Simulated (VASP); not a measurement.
# ScInC4N4 (P-43m) in VASP: a series of runs

Runs on ScInC4N4. Level: PBE. Tasks: single point.

Program: VASP 6.6.1. These are calculated values, not measurements. Logs are shortened: lines on timing, memory, paths and dates and some standing lists are left out, and cuts for length are marked.

### Step 1. The cell of the first run

The structure is cubic, space group P-43m (No. 215). Conventional cell: a = 6.110 Å, b = 6.110 Å, c = 6.110 Å, α = 90.00°, β = 90.00°, γ = 90.00°. Within 2.8 Å of Sc (site symmetry -43m) lie 4 N at 2.12 Å. In (site symmetry -43m) has 4 C at 2.00 Å within 2.7 Å. C (site symmetry 3m) has 1 N at 1.17 Å within 1.6 Å. N (site symmetry 3m) has 1 C at 1.17 Å within 1.6 Å.

### Step 2. Single point, PBE, collinear spin, ferromagnetic start

Input file INCAR:

```
SYSTEM = ScInC4N4
PREC = Accurate
ENCUT = 520
EDIFF = 1E-6
ISMEAR = 0
SIGMA = 0.1
LREAL = .FALSE.
LASPH = .TRUE.
NELM = 150
ALGO = Normal
ISIF = 2
LWAVE = .FALSE.
LCHARG = .FALSE.
ISPIN = 2
MAGMOM = 0 0 1 1 1 1 1 1 1 1
LORBIT = 11
LMAXMIX = 4
GGA = PE
NBANDS = 45
```

Input file KPOINTS:

```
regular mesh
0
G
  4 4 4
  0 0 0
```

Input file POSCAR:

```
ScInC4N4
1.0
    6.1095205500      0.0000000000      0.0000000000
    0.0000000000      6.1095205500      0.0000000000
    0.0000000000      0.0000000000      6.1095205500
Sc In C N
1 1 4 4
Direct
    0.5000000000      0.5000000000      0.5000000000
    0.0000000000      0.0000000000      0.0000000000
    0.1890946900      0.1890946900      0.1890946900
    0.1890946900      0.8109053100      0.8109053100
    0.8109053100      0.1890946900      0.8109053100
    0.8109053100      0.8109053100      0.1890946900
    0.2996598000      0.2996598000      0.2996598000
    0.2996598000      0.7003402000      0.7003402000
    0.7003402000      0.2996598000      0.7003402000
    0.7003402000      0.7003402000      0.2996598000
```

Potentials or basis: VASP PAW PBE potentials, release 64 (Sc_sv, In_d, C, N).

Run with:

```sh
$ cat potpaw_PBE.64/Sc_sv/POTCAR potpaw_PBE.64/In_d/POTCAR potpaw_PBE.64/C/POTCAR potpaw_PBE.64/N/POTCAR > POTCAR
$ mpirun -np 1 vasp_std > vasp.out
```

OUTCAR:

```text
SYSTEM = ScInC4N4
   PREC = Accurate
   ENCUT = 520
   EDIFF = 1E-6
   ISMEAR = 0
   LREAL = .FALSE.
   LASPH = .TRUE.
   NELM = 150
   ISIF = 2
   ISPIN = 2
   LORBIT = 11
   GGA = PE

 ion  position               nearest neighbor table
   1  0.500  0.500  0.500-   7 2.12   8 2.12   9 2.12  10 2.12
   2  0.000  0.000  0.000-   3 2.00   4 2.00   5 2.00   6 2.00
   3  0.189  0.189  0.189-   7 1.17   2 2.00
   4  0.189  0.811  0.811-   8 1.17   2 2.00
   5  0.811  0.189  0.811-   9 1.17   2 2.00
   6  0.811  0.811  0.189-  10 1.17   2 2.00
   7  0.300  0.300  0.300-   3 1.17   1 2.12
   8  0.300  0.700  0.700-   4 1.17   1 2.12
   9  0.700  0.300  0.700-   5 1.17   1 2.12
  10  0.700  0.700  0.300-   6 1.17   1 2.12

  LATTYP: Found a simple cubic cell.
 ALAT       =     6.1095205500

  Lattice vectors:

 A1 = (   6.1095205500,   0.0000000000,   0.0000000000)
 A2 = (   0.0000000000,   6.1095205500,   0.0000000000)
 A3 = (   0.0000000000,   0.0000000000,   6.1095205500)

Analysis of symmetry for initial positions (statically):
=====================================================================
 Subroutine PRICEL returns:
 Original cell was already a primitive cell.

 Routine SETGRP: Setting up the symmetry group for a
 simple cubic supercell.

 Subroutine GETGRP returns: Found 24 space group operations
 (whereof 24 operations were pure point group operations)
 out of a pool of 48 trial point group operations.

The static configuration has the point symmetry T_d .

Analysis of symmetry for dynamics (positions and initial velocities):
=====================================================================
 Subroutine PRICEL returns:
 Original cell was already a primitive cell.

 Routine SETGRP: Setting up the symmetry group for a
 simple cubic supercell.

 Subroutine GETGRP returns: Found 24 space group operations
 (whereof 24 operations were pure point group operations)
 out of a pool of 48 trial point group operations.

The dynamic configuration has the point symmetry T_d .

Analysis of structural, dynamic, and magnetic symmetry:
=====================================================================
 Subroutine PRICEL returns:
 Original cell was already a primitive cell.

 Routine SETGRP: Setting up the symmetry group for a
 simple cubic supercell.

 Subroutine GETGRP returns: Found 24 space group operations
 (whereof 24 operations were pure point group operations)
 out of a pool of 48 trial point group operations.

The overall configuration has the point symmetry T_d .

 Subroutine INISYM returns: Found 24 space group operations
 (whereof 24 operations are pure point group operations),
 and found     1 'primitive' translations

----------------------------------------------------------------------------------------

                                     Primitive cell

  volume of cell :     228.0454

  direct lattice vectors                    reciprocal lattice vectors
     6.109520550  0.000000000  0.000000000     0.163678965  0.000000000  0.000000000
     0.000000000  6.109520550  0.000000000     0.000000000  0.163678965  0.000000000
     0.000000000  0.000000000  6.109520550     0.000000000  0.000000000  0.163678965

  length of vectors
     6.109520550  6.109520550  6.109520550     0.163678965  0.163678965  0.163678965

  position of ions in fractional coordinates (direct lattice)
     0.500000000  0.500000000  0.500000000
     0.000000000  0.000000000  0.000000000
     0.189094690  0.189094690  0.189094690
     0.189094690  0.810905310  0.810905310
     0.810905310  0.189094690  0.810905310
     0.810905310  0.810905310  0.189094690
     0.299659800  0.299659800  0.299659800
     0.299659800  0.700340200  0.700340200
     0.700340200  0.299659800  0.700340200
     0.700340200  0.700340200  0.299659800

  ion indices of the primitive-cell ions
   primitive index   ion index
                 1           1
                 2           2
                 3           3
                 4           4
                 5           5
                 6           6
                 7           7
                 8           8
                 9           9
                10          10

[... 46 lines left out ...]
 SYSTEM =  ScInC4N4
   PREC   = accura    normal or accurate (medium, high low for compatibility)
   ISTART =      0    job   : 0-new  1-cont  2-samecut
   ICHARG =      2    charge: 1-file 2-atom 10-const
   ISPIN  =      2    spin polarized calculation?
   LNONCOLLINEAR =      F non collinear calculations
   LSORBIT =      F    spin-orbit coupling
   LASPH  =      T    aspherical Exc in radial PAW
   ENCUT  =  520.0 eV  38.22 Ry    6.18 a.u.  11.36 11.36 11.36*2*pi/ulx,y,z
   NELM   =    150;   NELMIN=  2; NELMDL= -5     # of ELM steps
   EDIFF  = 0.1E-05   stopping-criterion for ELM
   LREAL  =      F    real-space projection
   EDIFFG = 0.1E-04   stopping-criterion for IOM
   NSW    =      0    number of steps for IOM
   IBRION =     -1    ionic relax: 0-MD 1-quasi-New 2-CG
   NFREE  =      0    steps in history (QN), initial steepest desc. (CG)
   ISIF   =      2    stress and relaxation
   ISYM   =      2    0-nonsym 1-usesym 2-fastsym
   POTIM  = 0.5000    time-step for ionic-motion
   TEBEG  =    0.0;   TEEND  =   0.0 temperature during run
   PSTRESS=    0.0 pullay stress
   NELECT =      60.0000    total number of electrons
   NUPDOWN=      -1.0000    fix difference up-down
   EMIN   =  10.00;   EMAX   =-10.00  energy-range for DOS
   EFERMI =   0.00;   METHOD = LEGACY
   ISMEAR =     0;   SIGMA  =   0.10  broadening in eV -4-tet -1-fermi 0-gaus
   EFERMI_NEDOS =   21; number of points for ismear=-14 and -15
   IALGO  =     38    algorithm
   IMIX   =      4    mixing-type and parameters
     AMIX     =   0.40;   BMIX     =  1.00
     AMIX_MAG =   1.60;   BMIX_MAG =  1.00
  volume/ion in A,a.u.               =      22.80       153.89
  Fermi-wavevector in a.u.,A,eV,Ry     =   1.049022  1.982365 14.972506  1.100448
  Thomas-Fermi vector in A             =   2.183968
   LORBIT       =     11    0 simple, 1 ext, 2 COOP (PROOUT), +10 PAW based schemes
   GGA     = PE    functional components
   LHFCALC =     F    Hartree Fock is set to
   AEXX    =    0.0000 exact exchange contribution
   IVDW    =     0    specifies the selected vdW correction
   LEPSILON=     F    determine dielectric tensor
   LRPA    =     F    only Hartree local field effects (RPA)
 spin polarized calculation
 Gauss-broadening in eV      SIGMA  =   0.10
  energy-cutoff  :      520.00
  volume of cell :      228.05
 maximum number of plane-waves:      6187
 NGX is ok and might be reduce to    48
   NGX = 23   NGY = 23   NGZ = 23

 number of electron      59.9999999 magnetization       1.9684864

 Free energy of the ion-electron system (eV)
  ---------------------------------------------------
  ext. energy  EPLUGINS =         0.00000000
  ---------------------------------------------------
  free energy    TOTEN  =       -75.32970641 eV

  energy without entropy =      -75.31072792  energy(sigma->0) =      -75.32021717

 E-fermi :   1.9646     XC(G=0):  -6.9213

 val. band max:        1.9554680209   @ k =   0.2500   0.0000   0.0000
 cond. band min:       2.0527803513   @ k =   0.0000   0.0000   0.0000
 fundamental gap:      0.0973123304
 Fermi energy:         1.9646397966

 spin component 1

 k-point     1 :       0.0000    0.0000    0.0000
  band No.  band energies     occupation
      1     -48.3485      1.00000
      2     -27.0990      1.00000
      3     -27.0990      1.00000
      4     -27.0990      1.00000
      5     -18.2321      1.00000
      6     -18.1400      1.00000
[... 439 lines left out ...]
     41       4.9720      0.00000
     42       4.9720      0.00000
 Fermi energy:         1.9646397966

 spin component 2

 k-point     1 :       0.0000    0.0000    0.0000
  band No.  band energies     occupation
      1     -47.8020      1.00000
      2     -26.5375      1.00000
      3     -26.5375      1.00000
      4     -26.5375      1.00000
      5     -18.1649      1.00000
      6     -18.0744      1.00000
[... 439 lines left out ...]
     41       5.6094      0.00000
     42       5.6094      0.00000
 [bands above 42 left out]

------------------------ aborting loop because EDIFF is reached ----------------------------------------

  FORCE on cell =-STRESS in cart. coord.  units (eV):
  Direction    XX          YY          ZZ          XY          YZ          ZX
  --------------------------------------------------------------------------------------
  -------------------------------------------------------------------------------------
  Total       10.1671293     10.1671293     10.1671293     -0.0000000     -0.0000000      0.0000000
  in kB       71.4311333     71.4311333     71.4311333     -0.0000000     -0.0000000      0.0000000
  external PRESSURE =      71.4311333 kB  Pullay stress =       0.0000000 kB

 VOLUME and BASIS-vectors are now :
 -----------------------------------------------------------------------------
  energy-cutoff  :      520.00
  volume of cell :      228.05
      direct lattice vectors                 reciprocal lattice vectors
     6.109520550  0.000000000  0.000000000     0.163678965  0.000000000  0.000000000
     0.000000000  6.109520550  0.000000000     0.000000000  0.163678965  0.000000000
     0.000000000  0.000000000  6.109520550     0.000000000  0.000000000  0.163678965

 POSITION                                       TOTAL-FORCE (eV/Angst)
 -----------------------------------------------------------------------------------
      3.05476      3.05476      3.05476         0.000000     -0.000000     -0.000000
      0.00000      0.00000      0.00000         0.000000     -0.000000     -0.000000
      1.15528      1.15528      1.15528         0.759285      0.759285      0.759285
      1.15528      4.95424      4.95424         0.759285     -0.759285     -0.759285
      4.95424      1.15528      4.95424        -0.759285      0.759285     -0.759285
      4.95424      4.95424      1.15528        -0.759285     -0.759285      0.759285
      1.83078      1.83078      1.83078         0.720144      0.720144      0.720144
      1.83078      4.27874      4.27874         0.720144     -0.720144     -0.720144
      4.27874      1.83078      4.27874        -0.720144      0.720144     -0.720144
      4.27874      4.27874      1.83078        -0.720144     -0.720144      0.720144
 -----------------------------------------------------------------------------------
    total drift:                                0.000000      0.000000     -0.000000

  FREE ENERGIE OF THE ION-ELECTRON SYSTEM (eV)
  ---------------------------------------------------
  free  energy   TOTEN  =       -75.3297064107 eV

  energy  without entropy=      -75.3107279219  energy(sigma->0) =      -75.32021717

 total charge

# of ion       s       p       d       tot
------------------------------------------
    1        2.179   6.163   1.222   9.564
    2        0.797   1.200  10.038  12.034
    3        0.952   1.688   0.000   2.640
    4        0.952   1.688   0.000   2.640
    5        0.952   1.688   0.000   2.640
    6        0.952   1.688   0.000   2.640
    7        1.310   2.588   0.000   3.898
    8        1.310   2.588   0.000   3.898
    9        1.310   2.588   0.000   3.898
   10        1.310   2.588   0.000   3.898
--------------------------------------------------
tot         12.021  24.468  11.259  47.749

 magnetization (x)

# of ion       s       p       d       tot
------------------------------------------
    1        0.005   0.009   0.641   0.656
    2       -0.007   0.004   0.046   0.042
    3        0.009   0.096   0.000   0.105
    4        0.009   0.096   0.000   0.105
    5        0.009   0.096   0.000   0.105
    6        0.009   0.096   0.000   0.105
    7       -0.002   0.007   0.000   0.005
    8       -0.002   0.007   0.000   0.005
    9       -0.002   0.007   0.000   0.005
   10       -0.002   0.007   0.000   0.005
--------------------------------------------------
tot          0.028   0.423   0.687   1.138
```

Wall time 4.7 min (1 thread of Intel Xeon Platinum 8488C (Sapphire Rapids), shared host); peak memory 0.5 GiB.

Results:

```yaml
Free_energy: -75.3297 eV
Pressure: 7.1 GPa
Largest_force: 1.315 eV/Å
Band_gap_on_the_k_mesh: zero (filled and empty bands overlap)
Net_moment: 1.97 μB per cell
Site_moments: Sc +0.66; In +0.04; C +0.10; N +0.01 μB
Valence_electrons_inside_the_program's_atomic_spheres: Sc 9.56; In 12.03; C 2.64; N 3.90
```

Forces on the atoms (eV/Å):
```
Sc   0.000  0.000  0.000
In   0.000  0.000  0.000
C    0.759  0.759  0.759
C    0.759 -0.759 -0.759
C   -0.759  0.759 -0.759
C   -0.759 -0.759  0.759
N    0.720  0.720  0.720
N    0.720 -0.720 -0.720
N   -0.720  0.720 -0.720
N   -0.720 -0.720  0.720
```

Levels at points of the mesh, in eV from the Fermi level:
Spin up:
```
           k point  band 27  band 28  band 29  band 30  band 31  band 32  band 33  band 34  band 35  band 36
(0.00, 0.00, 0.00)    -5.93    -5.93    -5.93    -0.21    -0.21    -0.21    -0.18    -0.18     1.82     2.32
(0.50, 0.00, 0.00)    -6.09    -5.92    -5.92    -0.40     0.18     0.27     0.27     0.45     1.40     1.49
(0.50, 0.50, 0.00)    -6.13    -5.94    -5.94    -0.36     0.12     0.42     0.74     0.74     1.10     1.10
(0.50, 0.50, 0.50)    -6.11    -6.11    -6.11    -0.16    -0.16     0.30     0.30     0.30     2.22     2.22
```
Spin down:
```tsv
k point	band 25	band 26	band 27	band 28	band 29	band 30	band 31	band 32	band 33	band 34
(0.00, 0.00, 0.00)	-6.07	-6.07	-5.77	-5.77	-5.77	0.09	0.09	0.09	0.41	0.41
(0.50, 0.00, 0.00)	-6.12	-6.12	-5.91	-5.77	-5.77	0.13	0.56	0.56	0.78	0.87
(0.50, 0.50, 0.00)	-6.14	-6.07	-5.98	-5.79	-5.79	0.16	0.74	0.80	1.04	1.04
(0.50, 0.50, 0.50)	-5.96	-5.96	-5.96	-5.96	-5.96	0.44	0.44	0.61	0.61	0.61
```

Caveat: the cell stands under pressure; spin-orbit coupling is left out, which moves the levels of the heavy elements; forces of over 1 eV/Å act on the atoms, so gaps and moduli don't describe the material at rest.

(Continued in part 2 of 2.)

The gap in the log of VASP goes by the Fermi energy; the results here count the filled bands.